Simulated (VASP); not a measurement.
# InP (rocksalt type) (Fm-3m) in VASP: further runs

InP (rocksalt type) is run at these levels: PBE; tasks: single point.

Everything below comes from runs of VASP 6.6.1. Logs are shortened: lines on timing, memory, paths and dates and some standing lists are left out, and cuts for length are marked.

## 1. The cell of the first run

The structure is cubic, space group Fm-3m (No. 225). Conventional cell: a = 4.538 Å, b = 4.538 Å, c = 4.538 Å, α = 90.00°, β = 90.00°, γ = 90.00°. In (site symmetry m-3m) has 6 P at 2.27 Å within 3.0 Å. P (site symmetry m-3m) has 6 In at 2.27 Å within 3.0 Å.

## 2. Single point, PBE (11.68 Å³/atom)

Input file INCAR:

```
PREC     = Accurate       # precision mode
ENCUT    = 520            # plane-wave cutoff, eV
EDIFF    = 1E-7           # SCF threshold, eV
ISMEAR   = -1             # smearing method
SIGMA    = 0.05           # smearing width, eV
LREAL    = F              # projectors in reciprocal space
LASPH    = T              # aspherical terms in the spheres
NELM     = 60             # most SCF steps
ALGO     = Normal         # electronic algorithm
ISIF     = 2              # what is computed and relaxed
LWAVE    = F              # write WAVECAR
LCHARG   = T              # write CHGCAR
GGA      = PE             # functional
LELF     = T              # ELF
LVHAR    = T            
NBANDS   = 16             # bands
```

Input file KPOINTS:

```
regular mesh
0
Gamma
  13 13 13
```

Input file POSCAR:

```
InP
1.0
    0.0000000000      2.2692173750      2.2692173750
    2.2692173750      0.0000000000      2.2692173750
    2.2692173750      2.2692173750      0.0000000000
In P
1 1
Direct
    0.0000000000      0.0000000000      0.0000000000
    0.5000000000      0.5000000000      0.5000000000
```

Potentials or basis: VASP PAW PBE potentials, release 64 (In_d, P).

The run is started by

```sh
$ cat potpaw_PBE.64/In_d/POTCAR potpaw_PBE.64/P/POTCAR > POTCAR
$ mpirun -np 1 vasp_std > vasp.out
```

OUTCAR:

```text
PREC = Accurate
   ENCUT = 520
   EDIFF = 1E-7
   ISMEAR = -1
   LREAL = F
   LASPH = T
   NELM = 60
   ISIF = 2
   GGA = PE

 ion  position               nearest neighbor table
   1  0.000  0.000  0.000-   2 2.27   2 2.27   2 2.27   2 2.27   2 2.27   2 2.27
   2  0.500  0.500  0.500-   1 2.27   1 2.27   1 2.27   1 2.27   1 2.27   1 2.27

  LATTYP: Found a face centered cubic cell.
 ALAT       =     4.5384347500

  Lattice vectors:

 A1 = (   0.0000000000,   2.2692173750,   2.2692173750)
 A2 = (   2.2692173750,   0.0000000000,   2.2692173750)
 A3 = (   2.2692173750,   2.2692173750,   0.0000000000)

Analysis of symmetry for initial positions (statically):
=====================================================================
 Subroutine PRICEL returns:
 Original cell was already a primitive cell.

 Routine SETGRP: Setting up the symmetry group for a
 face centered cubic supercell.

 Subroutine GETGRP returns: Found 48 space group operations
 (whereof 48 operations were pure point group operations)
 out of a pool of 48 trial point group operations.

The static configuration has the point symmetry O_h .

Analysis of symmetry for dynamics (positions and initial velocities):
=====================================================================
 Subroutine PRICEL returns:
 Original cell was already a primitive cell.

 Routine SETGRP: Setting up the symmetry group for a
 face centered cubic supercell.

 Subroutine GETGRP returns: Found 48 space group operations
 (whereof 48 operations were pure point group operations)
 out of a pool of 48 trial point group operations.

The dynamic configuration has the point symmetry O_h .

 Subroutine INISYM returns: Found 48 space group operations
 (whereof 48 operations are pure point group operations),
 and found     1 'primitive' translations

----------------------------------------------------------------------------------------

                                     Primitive cell

  volume of cell :      23.3700

  direct lattice vectors                    reciprocal lattice vectors
     0.000000000  2.269217375  2.269217375    -0.220340284  0.220340284  0.220340284
     2.269217375  0.000000000  2.269217375     0.220340284 -0.220340284  0.220340284
     2.269217375  2.269217375  0.000000000     0.220340284  0.220340284 -0.220340284

  length of vectors
     3.209157988  3.209157988  3.209157988     0.381640566  0.381640566  0.381640566

  position of ions in fractional coordinates (direct lattice)
     0.000000000  0.000000000  0.000000000
     0.500000000  0.500000000  0.500000000

  ion indices of the primitive-cell ions
   primitive index   ion index
                 1           1
                 2           2

----------------------------------------------------------------------------------------

 KPOINTS: regular mesh

Automatic generation of k-mesh.
 Grid dimensions read from file:
 generate k-points for:   13   13   13

 Generating k-lattice:

  Cartesian coordinates                     Fractional coordinates (reciprocal lattice)
    -0.016949253  0.016949253  0.016949253     0.076923077  0.000000000  0.000000000
     0.016949253 -0.016949253  0.016949253     0.000000000  0.076923077  0.000000000
     0.016949253  0.016949253 -0.016949253     0.000000000  0.000000000  0.076923077

  Length of vectors
     0.029356967  0.029356967  0.029356967

  Shift w.r.t. Gamma in fractional coordinates (k-lattice)
     0.000000000  0.000000000  0.000000000

 Subroutine IBZKPT returns following result:
 ===========================================

 Found     84 irreducible k-points:

 Following reciprocal coordinates:
            Coordinates               Weight
  0.000000  0.000000  0.000000      1.000000
  0.076923  0.000000  0.000000      8.000000
  0.153846  0.000000  0.000000      8.000000
  0.230769  0.000000  0.000000      8.000000
  0.307692  0.000000  0.000000      8.000000
  0.384615  0.000000  0.000000      8.000000
[... 16 lines left out ...]
  0.384615  0.153846  0.000000     24.000000
  0.461538  0.153846  0.000000     24.000000
 [... further k-points ...]
   k-points           NKPTS =     84   k-points in BZ     NKDIM =     84   number of bands    NBANDS=     16
   number of dos      NEDOS =    301   number of ions     NIONS =      2
   total plane-waves  NPLWV =  13824
   dimension x,y,z NGX =    24 NGY =   24 NGZ =   24
   dimension x,y,z NGXF=    48 NGYF=   48 NGZF=   48
   ions per type =               1   1
   NGX,Y,Z   is equivalent  to a cutoff of  12.43, 12.43, 12.43 a.u.
   NGXF,Y,Z  is equivalent  to a cutoff of  24.87, 24.87, 24.87 a.u.
 SYSTEM =  unknown system
   PREC   = accura    normal or accurate (medium, high low for compatibility)
   ISTART =      0    job   : 0-new  1-cont  2-samecut
   ICHARG =      2    charge: 1-file 2-atom 10-const
   ISPIN  =      1    spin polarized calculation?
   LNONCOLLINEAR =      F non collinear calculations
   LSORBIT =      F    spin-orbit coupling
   LASPH  =      T    aspherical Exc in radial PAW
   ENCUT  =  520.0 eV  38.22 Ry    6.18 a.u.   5.97  5.97  5.97*2*pi/ulx,y,z
   NELM   =     60;   NELMIN=  2; NELMDL= -5     # of ELM steps
   EDIFF  = 0.1E-06   stopping-criterion for ELM
   LREAL  =      F    real-space projection
   EDIFFG = 0.1E-05   stopping-criterion for IOM
   NSW    =      0    number of steps for IOM
   IBRION =     -1    ionic relax: 0-MD 1-quasi-New 2-CG
   NFREE  =      0    steps in history (QN), initial steepest desc. (CG)
   ISIF   =      2    stress and relaxation
   ISYM   =      2    0-nonsym 1-usesym 2-fastsym
   POTIM  = 0.5000    time-step for ionic-motion
   TEBEG  =    0.0;   TEEND  =   0.0 temperature during run
   PSTRESS=    0.0 pullay stress
   NELECT =      18.0000    total number of electrons
   NUPDOWN=      -1.0000    fix difference up-down
   EMIN   =  10.00;   EMAX   =-10.00  energy-range for DOS
   EFERMI =   0.00;   METHOD = LEGACY
   ISMEAR =    -1;   SIGMA  =   0.05  broadening in eV -4-tet -1-fermi 0-gaus
   EFERMI_NEDOS =   21; number of points for ismear=-14 and -15
   IALGO  =     38    algorithm
   IMIX   =      4    mixing-type and parameters
     AMIX     =   0.40;   BMIX     =  1.00
     AMIX_MAG =   1.60;   BMIX_MAG =  1.00
  volume/ion in A,a.u.               =      11.68        78.85
  Fermi-wavevector in a.u.,A,eV,Ry     =   1.500651  2.835818 30.639667  2.251952
  Thomas-Fermi vector in A             =   2.612123
   LORBIT       =      0    0 simple, 1 ext, 2 COOP (PROOUT), +10 PAW based schemes
   GGA     = PE    functional components
   LHFCALC =     F    Hartree Fock is set to
   AEXX    =    0.0000 exact exchange contribution
   IVDW    =     0    specifies the selected vdW correction
   LEPSILON=     F    determine dielectric tensor
   LRPA    =     F    only Hartree local field effects (RPA)
 non-spin polarized calculation
  energy-cutoff  :      520.00
  volume of cell :       23.37
 maximum number of plane-waves:       646
   NGX = 11   NGY = 11   NGZ = 11

 number of electron      17.9999991 magnetization

 Free energy of the ion-electron system (eV)
  ---------------------------------------------------
  ext. energy  EPLUGINS =         0.00000000
  ---------------------------------------------------
  free energy    TOTEN  =        -1.86236831 eV

  energy without entropy =       -1.85957153  energy(sigma->0) =       -1.86096992

 E-fermi :  17.2943     XC(G=0): -13.4387

 val. band max:       17.2514788592   @ k =  -0.2308   0.2308   0.0000
 cond. band min:      17.3040127182   @ k =   0.4615   0.3077   0.0000
 fundamental gap:      0.0525338591
 Fermi energy:        17.2942612626

 k-point     1 :       0.0000    0.0000    0.0000
  band No.  band energies     occupation
      1      -1.2299      2.00000
      2       0.7768      2.00000
      3       0.7768      2.00000
      4       0.8320      2.00000
      5       0.8320      2.00000
      6       0.8320      2.00000
[... 8 lines left out ...]
     15      29.2813      0.00000
     16      29.2813      0.00000

 k-point     2 :       0.0769    0.0000    0.0000
  band No.  band energies     occupation
      1      -1.0996      2.00000
      2       0.7574      2.00000
      3       0.7574      2.00000
      4       0.8233      2.00000
      5       0.8562      2.00000
      6       0.8562      2.00000
[... 8 lines left out ...]
     15      27.6421      0.00000
     16      27.6421      0.00000

 k-point     3 :       0.1538    0.0000    0.0000
  band No.  band energies     occupation
      1      -0.7205      2.00000
      2       0.6931      2.00000
      3       0.6931      2.00000
      4       0.8095      2.00000
      5       0.9358      2.00000
      6       0.9358      2.00000
[... 8 lines left out ...]
     15      26.4698      0.00000
     16      27.4648      0.00000

 k-point     4 :       0.2308    0.0000    0.0000
  band No.  band energies     occupation
      1      -0.1598      2.00000
      2       0.6009      2.00000
      3       0.6009      2.00000
      4       0.8564      2.00000
      5       1.0537      2.00000
      6       1.0537      2.00000
[... 8 lines left out ...]
     15      27.3845      0.00000
     16      27.9196      0.00000

 k-point     5 :       0.3077    0.0000    0.0000
  band No.  band energies     occupation
      1       0.2765      2.00000
      2       0.5048      2.00000
      3       0.5048      2.00000
      4       1.1828      2.00000
      5       1.1828      2.00000
      6       1.2560      2.00000
[... 8 lines left out ...]
     15      27.5635      0.00000
     16      29.4093      0.00000

 k-point     6 :       0.3846    0.0000    0.0000
  band No.  band energies     occupation
      1       0.3730      2.00000
      2       0.4266      2.00000
      3       0.4266      2.00000
      4       1.2928      2.00000
      5       1.2928      2.00000
      6       2.1648      2.00000
[... 8 lines left out ...]
     15      28.2552      0.00000
     16      31.2625      0.00000
[... 267 lines left out ...]
 k-point    21 :       0.2308    0.1538    0.0000
  band No.  band energies     occupation
      1      -0.3917      2.00000
      2       0.6980      2.00000
      3       0.7662      2.00000
      4       0.8114      2.00000
      5       1.0643      2.00000
      6       1.0908      2.00000
[... 8 lines left out ...]
     15      29.2791      0.00000
     16      29.9850      0.00000

 k-point    22 :       0.3077    0.1538    0.0000
  band No.  band energies     occupation
      1      -0.1886      2.00000
      2       0.6547      2.00000
      3       0.7346      2.00000
      4       0.8717      2.00000
      5       1.1996      2.00000
      6       1.5321      2.00000
[... 8 lines left out ...]
     15      30.0393      0.00000
     16      30.2341      0.00000

 k-point    23 :       0.3846    0.1538    0.0000
  band No.  band energies     occupation
      1      -0.0899      2.00000
      2       0.6048      2.00000
      3       0.6423      2.00000
      4       0.9764      2.00000
      5       1.3136      2.00000
      6       2.3548      2.00000
[... 8 lines left out ...]
     15      30.0170      0.00000
     16      31.9548      0.00000

 k-point    24 :       0.4615    0.1538    0.0000
  band No.  band energies     occupation
      1      -0.0326      2.00000
      2       0.5563      2.00000
      3       0.5605      2.00000
      4       1.0702      2.00000
      5       1.3773      2.00000
      6       3.4079      2.00000
[... 8 lines left out ...]
     15      29.8852      0.00000
     16      33.7424      0.00000

 [... further k-points ...]
[... 5 lines left out ...]
  --------------------------------------------------------------------------------------
  -------------------------------------------------------------------------------------
  Total       25.5919709     25.5919709     25.5919709      0.0000000     -0.0000000      0.0000000
  in kB     1754.5106954   1754.5106954   1754.5106954      0.0000000     -0.0000000      0.0000000
  external PRESSURE =    1754.5106954 kB  Pullay stress =       0.0000000 kB

 VOLUME and BASIS-vectors are now :
 -----------------------------------------------------------------------------
  energy-cutoff  :      520.00
  volume of cell :       23.37
      direct lattice vectors                 reciprocal lattice vectors
     0.000000000  2.269217375  2.269217375    -0.220340284  0.220340284  0.220340284
     2.269217375  0.000000000  2.269217375     0.220340284 -0.220340284  0.220340284
     2.269217375  2.269217375  0.000000000     0.220340284  0.220340284 -0.220340284

 POSITION                                       TOTAL-FORCE (eV/Angst)
 -----------------------------------------------------------------------------------
      0.00000      0.00000      0.00000        -0.000000     -0.000000     -0.000000
      2.26922      2.26922      2.26922         0.000000      0.000000      0.000000
 -----------------------------------------------------------------------------------
    total drift:                                0.000000     -0.000000     -0.000000

  FREE ENERGIE OF THE ION-ELECTRON SYSTEM (eV)
  ---------------------------------------------------
  free  energy   TOTEN  =        -1.8623683069 eV

  energy  without entropy=       -1.8595715314  energy(sigma->0) =       -1.86096992
```

Run time: 37 s. Hardware: 1 thread of Intel Xeon 8259CL, shared host; peak memory 0.16 GiB.

Results:

* Free energy: -1.8624 eV
* Pressure: 175.5 GPa
* Band gap on the k mesh: zero (bands 9 and 10 overlap by 2.19 eV)

Caveat: the cell stands under pressure; spin-orbit coupling is left out, which moves the levels of the heavy elements.

(Part 1 of 2 ends here.)

The gap in the log of VASP goes by the Fermi energy; the results here count the filled bands.